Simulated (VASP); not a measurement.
A run of VASP 6.6.1:

Contents of INCAR:

```
PREC     = Accurate       # precision mode
ENCUT    = 520            # plane-wave cutoff, eV
EDIFF    = 1E-6           # SCF threshold, eV
ISMEAR   = -1             # smearing method
SIGMA    = 0.02           # smearing width, eV
LREAL    = False          # projectors in reciprocal space
LASPH    = True           # aspherical terms in the spheres
NELM     = 80             # most SCF steps
ALGO     = Normal         # electronic algorithm
ISIF     = 2              # what is computed and relaxed
LWAVE    = False          # write WAVECAR
LCHARG   = False          # write CHGCAR
GGA      = PS             # functional
NBANDS   = 17             # bands
```

File KPOINTS:

```
Automatic mesh
0
Gamma
  6 6 6
```

File POSCAR:

```
SnSe
1.0
    0.0000000000      3.0100000000      3.0100000000
    3.0100000000      0.0000000000      3.0100000000
    3.0100000000      3.0100000000      0.0000000000
Sn Se
1 1
Direct
    0.0000000000      0.0000000000      0.0000000000
    0.5000000000      0.5000000000      0.5000000000
```

Potentials or basis: VASP PAW PBE potentials, release 64 (Sn_d, Se).

Launch:

```console
$ cat potpaw_PBE.64/Sn_d/POTCAR potpaw_PBE.64/Se/POTCAR > POTCAR
$ mpirun -np 1 vasp_std > vasp.out
```

Hardware: 1 thread of AMD EPYC 9R45 96-Core Processor (Zen 5), on a shared host.

Estimate the wall time of this run.

Run time: 7.6 s on 1 thread of AMD EPYC 9R45 96-Core Processor (Zen 5), on a shared host, peak memory 0.15 GiB. Counts: scf iterations 12, k points 16.
